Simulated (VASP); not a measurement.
# B (Pm-3n) in VASP: a series of runs, part 2 of 2

VASP 6.6.1. Earlier steps stand in the parts before.

### Step 4. Relaxation of cell and atoms, PBE

This run uses another cell than the first one, of 7.08 Å³/atom.

Contents of INCAR:

```
PREC = Accurate ; ENCUT = 600
EDIFF = 1E-6 ; ISMEAR = 0
SIGMA = 0.1 ; LREAL = False
LASPH = True ; NELM = 100
ALGO = Normal ; ISIF = 3
LWAVE = False ; LCHARG = False
GGA = PE ; IBRION = 2
NSW = 90 ; EDIFFG = -0.04
```

Contents of KPOINTS:

```
regular mesh
0
Gamma
  4 4 4
```

Contents of POSCAR:

```
B
1.0
    3.8397621299      0.0000000000      0.0000000000
    0.0000000000      3.8397621299      0.0000000000
    0.0000000000      0.0000000000      3.8397621299
B
8
Direct
    0.5000000000      0.5000000000      0.5000000000
    0.0000000000      0.0000000000      0.0000000000
    0.2500000000      0.0000000000      0.5000000000
    0.5000000000      0.2500000000      0.0000000000
    0.5000000000      0.7500000000      0.0000000000
    0.7500000000      0.0000000000      0.5000000000
    0.0000000000      0.5000000000      0.7500000000
    0.0000000000      0.5000000000      0.2500000000
```

On the command line:

```console
$ cat potpaw_PBE.64/B/POTCAR > POTCAR
$ mpirun -np 1 vasp_std > vasp.out
```

It took 21 s on 1 thread of Intel Xeon Platinum 8488C (Sapphire Rapids), shared host; peak memory 0.17 GiB.

Results (log left out):

```yaml
Free_energy: -41.2056 eV
Relaxed_volume: 6.17 Å³/atom
Relaxed_cell: a = 3.669 Å, b = 3.669 Å, c = 3.669 Å, α = 90.00°, β = 90.00°, γ = 90.00°
Space_group_after_relaxing_to_0.1_Å: Pm-3n (No. 223)
Energy_gained_by_relaxing: 74.6 meV/atom
Ionic_steps: 3
Pressure_after_relaxing: 0.0 GPa
Band_gap_on_the_k_mesh: zero (bands 12 and 13 overlap by 4.71 eV)
```

Step by step:
```csv
step,energy change (eV),largest force (eV/Å),pressure (GPa),volume (Å³)
1,0.0000,0.0000,-23.43,56.61
2,-0.5860,0.0000,4.22,48.55
3,-0.5969,0.0000,0.04,49.39
```

Final structure:
```
CELL_PARAMETERS angstrom
3.66891 0.00000 0.00000
0.00000 3.66891 0.00000
0.00000 0.00000 3.66891
ATOMIC_POSITIONS crystal
B 0.50000 0.50000 0.50000
B 0.00000 0.00000 0.00000
B 0.25000 0.00000 0.50000
B 0.50000 0.25000 0.00000
B 0.50000 0.75000 0.00000
B 0.75000 0.00000 0.50000
B 0.00000 0.50000 0.75000
B 0.00000 0.50000 0.25000
```

Levels at points of the mesh, in eV from the Fermi level:
```
           k point  band 8  band 9  band 10  band 11  band 12  band 13  band 14  band 15  band 16  band 17
(0.00, 0.00, 0.00)   -2.54   -2.54    -2.54    -2.32    -2.32    -0.23    -0.23    -0.23     2.11     2.11
(0.50, 0.00, 0.00)   -7.11   -6.13    -6.13     0.01     0.01     1.04     1.04     2.12     2.12     3.53
(0.50, 0.50, 0.00)   -5.47   -5.40    -3.92    -3.92    -1.39     3.19     3.57     3.60     3.60     4.09
(0.50, 0.50, 0.50)  -11.99    4.49     4.49     4.49     4.49     4.49     4.49     4.73     4.73     4.73
```

Caveat: the k points lie up to 0.43 Å⁻¹ apart in the final cell, too coarse for converged energies and pressures of a metal.

### Step 5. Single point, PBE

This run uses another cell than the first one, of 6.14 Å³/atom.

Contents of INCAR:

```
SYSTEM = B
  PREC = Accurate
  ENCUT = 520
  EDIFF = 1E-6
  ISMEAR = 0
  SIGMA = 0.1
  LREAL = .False.
  LASPH = .True.
  NELM = 100
  ALGO = Normal
  ISIF = 2
  LWAVE = .False.
  LCHARG = .False.
  GGA = PE
  NBANDS = 22
```

Contents of KPOINTS:

```
regular mesh
0
Gamma
  10 10 10
  0 0 0
```

POSCAR: that of step 4 with these lines changed.

```diff
@@ -2,5 +2,5 @@
 1.0
-    3.8397621299      0.0000000000      0.0000000000
-    0.0000000000      3.8397621299      0.0000000000
-    0.0000000000      0.0000000000      3.8397621299
+    3.6620232866      0.0000000000      0.0000000000
+    0.0000000000      3.6620232866      0.0000000000
+    0.0000000000      0.0000000000      3.6620232866
 B
```

Potentials or basis: VASP PAW PBE potentials, release 64 (B).

On the command line:

```console
$ cat potpaw_PBE.64/B/POTCAR > POTCAR
$ mpirun -np 1 vasp_std > vasp.out
```

OUTCAR:

```text
SYSTEM = B
   PREC = Accurate
   ENCUT = 520
   EDIFF = 1E-6
   ISMEAR = 0
   LREAL = .False.
   LASPH = .True.
   NELM = 100
   ISIF = 2
   GGA = PE

 ion  position               nearest neighbor table
   1  0.500  0.500  0.500-   3 2.05   4 2.05   5 2.05   6 2.05   7 2.05   8 2.05   4 2.05   5 2.05
                             3 2.05   6 2.05   7 2.05   8 2.05
   2  0.000  0.000  0.000-   3 2.05   4 2.05   5 2.05   6 2.05   7 2.05   8 2.05   3 2.05   6 2.05
                             7 2.05   8 2.05   4 2.05   5 2.05
   3  0.250  0.000  0.500-   6 1.83   6 1.83   1 2.05   2 2.05   1 2.05   2 2.05
   4  0.500  0.250  0.000-   5 1.83   5 1.83   1 2.05   1 2.05   2 2.05   2 2.05
   5  0.500  0.750  0.000-   4 1.83   4 1.83   1 2.05   1 2.05   2 2.05   2 2.05
   6  0.750  0.000  0.500-   3 1.83   3 1.83   1 2.05   2 2.05   1 2.05   2 2.05
   7  0.000  0.500  0.750-   8 1.83   8 1.83   1 2.05   2 2.05   2 2.05   1 2.05
   8  0.000  0.500  0.250-   7 1.83   7 1.83   1 2.05   2 2.05   2 2.05   1 2.05

  LATTYP: Found a simple cubic cell.
 ALAT       =     3.6620232866

  Lattice vectors:

 A1 = (   3.6620232866,   0.0000000000,   0.0000000000)
 A2 = (   0.0000000000,   3.6620232866,   0.0000000000)
 A3 = (   0.0000000000,   0.0000000000,   3.6620232866)

Analysis of symmetry for initial positions (statically):
=====================================================================
 Subroutine PRICEL returns:
 Original cell was already a primitive cell.

 Routine SETGRP: Setting up the symmetry group for a
 simple cubic supercell.

 Subroutine GETGRP returns: Found 48 space group operations
 (whereof 24 operations were pure point group operations)
 out of a pool of 48 trial point group operations.

The static configuration has the point symmetry T_h .
 The point group associated with its full space group is O_h .

Analysis of symmetry for dynamics (positions and initial velocities):
=====================================================================
 Subroutine PRICEL returns:
 Original cell was already a primitive cell.

 Routine SETGRP: Setting up the symmetry group for a
 simple cubic supercell.

 Subroutine GETGRP returns: Found 48 space group operations
 (whereof 24 operations were pure point group operations)
 out of a pool of 48 trial point group operations.

The dynamic configuration has the point symmetry T_h .
 The point group associated with its full space group is O_h .

 Subroutine INISYM returns: Found 48 space group operations
 (whereof 24 operations are pure point group operations),
 and found     1 'primitive' translations

----------------------------------------------------------------------------------------

                                     Primitive cell

  volume of cell :      49.1093

  direct lattice vectors                    reciprocal lattice vectors
     3.662023287  0.000000000  0.000000000     0.273073086  0.000000000  0.000000000
     0.000000000  3.662023287  0.000000000     0.000000000  0.273073086  0.000000000
     0.000000000  0.000000000  3.662023287     0.000000000  0.000000000  0.273073086

  length of vectors
     3.662023287  3.662023287  3.662023287     0.273073086  0.273073086  0.273073086

  position of ions in fractional coordinates (direct lattice)
     0.500000000  0.500000000  0.500000000
     0.000000000  0.000000000  0.000000000
     0.250000000  0.000000000  0.500000000
     0.500000000  0.250000000  0.000000000
[... 69 lines left out ...]
   k-points           NKPTS =     56   k-points in BZ     NKDIM =     56   number of bands    NBANDS=     22
   number of dos      NEDOS =    301   number of ions     NIONS =      8
   total plane-waves  NPLWV =  21952
   dimension x,y,z NGX =    28 NGY =   28 NGZ =   28
   dimension x,y,z NGXF=    56 NGYF=   56 NGZF=   56
   ions per type =               8
   NGX,Y,Z   is equivalent  to a cutoff of  12.71, 12.71, 12.71 a.u.
   NGXF,Y,Z  is equivalent  to a cutoff of  25.42, 25.42, 25.42 a.u.
 SYSTEM =  B
   PREC   = accura    normal or accurate (medium, high low for compatibility)
   ISTART =      0    job   : 0-new  1-cont  2-samecut
   ICHARG =      2    charge: 1-file 2-atom 10-const
   ISPIN  =      1    spin polarized calculation?
   LNONCOLLINEAR =      F non collinear calculations
   LSORBIT =      F    spin-orbit coupling
   LASPH  =      T    aspherical Exc in radial PAW
   ENCUT  =  520.0 eV  38.22 Ry    6.18 a.u.   6.81  6.81  6.81*2*pi/ulx,y,z
   NELM   =    100;   NELMIN=  2; NELMDL= -5     # of ELM steps
   EDIFF  = 0.1E-05   stopping-criterion for ELM
   LREAL  =      F    real-space projection
   EDIFFG = 0.1E-04   stopping-criterion for IOM
   NSW    =      0    number of steps for IOM
   IBRION =     -1    ionic relax: 0-MD 1-quasi-New 2-CG
   NFREE  =      0    steps in history (QN), initial steepest desc. (CG)
   ISIF   =      2    stress and relaxation
   ISYM   =      2    0-nonsym 1-usesym 2-fastsym
   POTIM  = 0.5000    time-step for ionic-motion
   TEBEG  =    0.0;   TEEND  =   0.0 temperature during run
   PSTRESS=    0.0 pullay stress
   NELECT =      24.0000    total number of electrons
   NUPDOWN=      -1.0000    fix difference up-down
   EMIN   =  10.00;   EMAX   =-10.00  energy-range for DOS
   EFERMI =   0.00;   METHOD = LEGACY
   ISMEAR =     0;   SIGMA  =   0.10  broadening in eV -4-tet -1-fermi 0-gaus
   EFERMI_NEDOS =   21; number of points for ismear=-14 and -15
   IALGO  =     38    algorithm
   IMIX   =      4    mixing-type and parameters
     AMIX     =   0.40;   BMIX     =  1.00
     AMIX_MAG =   1.60;   BMIX_MAG =  1.00
  volume/ion in A,a.u.               =       6.14        41.43
  Fermi-wavevector in a.u.,A,eV,Ry     =   1.289508  2.436817 22.624198  1.662832
  Thomas-Fermi vector in A             =   2.421397
   LORBIT       =      0    0 simple, 1 ext, 2 COOP (PROOUT), +10 PAW based schemes
   GGA     = PE    functional components
   LHFCALC =     F    Hartree Fock is set to
   AEXX    =    0.0000 exact exchange contribution
   IVDW    =     0    specifies the selected vdW correction
   LEPSILON=     F    determine dielectric tensor
   LRPA    =     F    only Hartree local field effects (RPA)
 non-spin polarized calculation
 Gauss-broadening in eV      SIGMA  =   0.10
  energy-cutoff  :      520.00
  volume of cell :       49.11
 maximum number of plane-waves:      1357
 NGX is ok and might be reduce to    28
   NGX = 13   NGY = 13   NGZ = 13

 number of electron      24.0000002 magnetization

 Free energy of the ion-electron system (eV)
  ---------------------------------------------------
  ext. energy  EPLUGINS =         0.00000000
  ---------------------------------------------------
  free energy    TOTEN  =       -41.39274625 eV

  energy without entropy =      -41.38676550  energy(sigma->0) =      -41.38975588

 E-fermi :  10.0808     XC(G=0): -12.8378

 val. band max:       10.0763228052   @ k =   0.5000   0.1000   0.0000
 cond. band min:      10.1234673924   @ k =   0.3000   0.0000   0.0000
 fundamental gap:      0.0471445871
 Fermi energy:        10.0807595588

 k-point     1 :       0.0000    0.0000    0.0000
  band No.  band energies     occupation
      1      -8.6456      2.00000
      2      -0.2542      2.00000
      3      -0.2542      2.00000
      4      -0.2542      2.00000
      5       0.5570      2.00000
      6       0.5570      2.00000
[... 589 lines left out ...]
     21      16.5515      0.00000
     22      16.9012      0.00000

 [... further k-points ...]

------------------------ aborting loop because EDIFF is reached ----------------------------------------

  FORCE on cell =-STRESS in cart. coord.  units (eV):
  Direction    XX          YY          ZZ          XY          YZ          ZX
  --------------------------------------------------------------------------------------
  -------------------------------------------------------------------------------------
  Total       -0.0221010     -0.0221010     -0.0221010     -0.0000000     -0.0000000     -0.0000000
  in kB       -0.7210403     -0.7210403     -0.7210403     -0.0000000     -0.0000000     -0.0000000
  external PRESSURE =      -0.7210403 kB  Pullay stress =       0.0000000 kB

 VOLUME and BASIS-vectors are now :
 -----------------------------------------------------------------------------
  energy-cutoff  :      520.00
  volume of cell :       49.11
      direct lattice vectors                 reciprocal lattice vectors
     3.662023287  0.000000000  0.000000000     0.273073086  0.000000000  0.000000000
     0.000000000  3.662023287  0.000000000     0.000000000  0.273073086  0.000000000
     0.000000000  0.000000000  3.662023287     0.000000000  0.000000000  0.273073086

 POSITION                                       TOTAL-FORCE (eV/Angst)
 -----------------------------------------------------------------------------------
      1.83101      1.83101      1.83101         0.000000     -0.000000      0.000000
      0.00000      0.00000      0.00000         0.000000     -0.000000      0.000000
      0.91551      0.00000      1.83101         0.000000     -0.000000      0.000000
      1.83101      0.91551      0.00000         0.000000     -0.000000      0.000000
      1.83101      2.74652      0.00000        -0.000000     -0.000000     -0.000000
      2.74652      0.00000      1.83101        -0.000000     -0.000000     -0.000000
      0.00000      1.83101      2.74652        -0.000000      0.000000     -0.000000
      0.00000      1.83101      0.91551         0.000000      0.000000      0.000000
 -----------------------------------------------------------------------------------
    total drift:                                0.000000      0.000000     -0.000000

  FREE ENERGIE OF THE ION-ELECTRON SYSTEM (eV)
  ---------------------------------------------------
  free  energy   TOTEN  =       -41.3927462515 eV

  energy  without entropy=      -41.3867654986  energy(sigma->0) =      -41.38975588
```

Run time: 42 s. Hardware: 1 thread of Intel Xeon Platinum 8488C (Sapphire Rapids), shared host; peak memory 0.17 GiB.

Results:

```
Free energy            : -41.3927 eV
Pressure               : -0.1 GPa
Band gap on the k mesh : zero (bands 12 and 13 overlap by 5.42 eV)
```

### Step 6. Relaxation of cell and atoms, PBE

Contents of INCAR:

```
ALGO = Normal
EDIFF = 1E-6
EDIFFG = -0.01
ENCUT = 600
GGA = PE
IBRION = 2
ISIF = 3
ISMEAR = 0
LASPH = T
LCHARG = F
LREAL = F
LWAVE = F
NELM = 100
NSW = 100
PREC = Accurate
SIGMA = 0.1
```

Contents of KPOINTS:

```
k-points
0
Gamma
  10 10 10
```

POSCAR: that of step 5 with these lines changed.

```diff
@@ -2,5 +2,5 @@
 1.0
-    3.6620232866      0.0000000000      0.0000000000
-    0.0000000000      3.6620232866      0.0000000000
-    0.0000000000      0.0000000000      3.6620232866
+    3.6710334251      0.0000000000      0.0000000000
+    0.0000000000      3.6710334251      0.0000000000
+    0.0000000000      0.0000000000      3.6710334251
 B
```

Potentials or basis: VASP PAW PBE potentials, release 64 (B).

On the command line:

```console
$ cat potpaw_PBE.64/B/POTCAR > POTCAR
$ mpirun -np 1 vasp_std > vasp.out
```

Run time: 81 s. Hardware: 1 thread of Intel Xeon Platinum 8488C (Sapphire Rapids), shared host; peak memory 0.18 GiB.

It converged, with:

| Quantity | Value |
| --- | --- |
| Free energy | -41.4000 eV |
| Relaxed volume | 6.14 Å³/atom |
| Relaxed cell | a = 3.661 Å, b = 3.661 Å, c = 3.661 Å, α = 90.00°, β = 90.00°, γ = 90.00° |
| Space group after relaxing (to 0.1 Å) | Pm-3n (No. 223) |
| Energy gained by relaxing | 0.3 meV/atom |
| Ionic steps | 3 |
| Pressure after relaxing | 0.0 GPa |
| Band gap on the k mesh | zero (bands 12 and 13 overlap by 5.43 eV) |

Step by step:
| step | energy change (eV) | largest force (eV/Å) | pressure (GPa) | volume (Å³) |
| --- | --- | --- | --- | --- |
| 1 | 0.0000 | 0.0000 | -1.90 | 49.47 |
| 2 | -0.0020 | 0.0000 | 0.70 | 48.95 |
| 3 | -0.0023 | 0.0000 | 0.00 | 49.09 |

Final structure:
```cif
data_structure
_symmetry_space_group_name_H-M 'P 1'
_symmetry_Int_Tables_number 1
_cell_length_a 3.6614
_cell_length_b 3.6614
_cell_length_c 3.6614
_cell_angle_alpha 90.000
_cell_angle_beta 90.000
_cell_angle_gamma 90.000
_cell_volume 49.09
loop_
_atom_site_label
_atom_site_type_symbol
_atom_site_fract_x
_atom_site_fract_y
_atom_site_fract_z
_atom_site_occupancy
B1 B 0.50000 0.50000 0.50000 1
B2 B 0.00000 0.00000 0.00000 1
B3 B 0.25000 0.00000 0.50000 1
B4 B 0.50000 0.25000 0.00000 1
B5 B 0.50000 0.75000 0.00000 1
B6 B 0.75000 0.00000 0.50000 1
B7 B 0.00000 0.50000 0.75000 1
B8 B 0.00000 0.50000 0.25000 1
```

Levels at points of the mesh, in eV from the Fermi level:
```
           k point  band 10  band 11  band 12  band 13  band 14  band 15
(0.00, 0.00, 0.00)    -2.49    -2.24    -2.24    -0.17    -0.17    -0.17
(0.50, 0.00, 0.00)    -6.08     0.08     0.08     1.11     1.11     2.19
(0.50, 0.50, 0.00)    -3.86    -3.86    -1.32     3.27     3.65     3.68
(0.50, 0.50, 0.50)     4.58     4.58     4.58     4.58     4.58     4.81
```

### Step 7. The runs side by side

```csv
task,cell,k mesh,cutoff (eV),gap on the mesh (eV),pressure (GPa),relaxed volume (Å³/atom)
single point,"a = 3.671 Å, 8 atoms",4 × 4 × 4,520,none,-0.3,-
single point,"a = 3.662 Å, 8 atoms",6 × 6 × 6,520,none,1.4,-
relaxation of cell and atoms,"relaxed from a = 3.840 Å, 8 atoms",4 × 4 × 4,600,none,0.0,6.17
single point,"a = 3.662 Å, 8 atoms",10 × 10 × 10,520,none,-0.1,-
relaxation of cell and atoms,"relaxed from a = 3.671 Å, 8 atoms",10 × 10 × 10,600,none,0.0,6.14
```

Alike in all rows: level PBE; potentials or basis VASP PAW PBE potentials, release 64 (B); no spin polarisation; smearing gaussian 0.1 eV.

Caveats: some runs use coarse meshes.

Total energies depend on the potentials used, so only differences within one code and one set of settings carry meaning.

The gap in the log of VASP goes by the Fermi energy; the results here count the filled bands.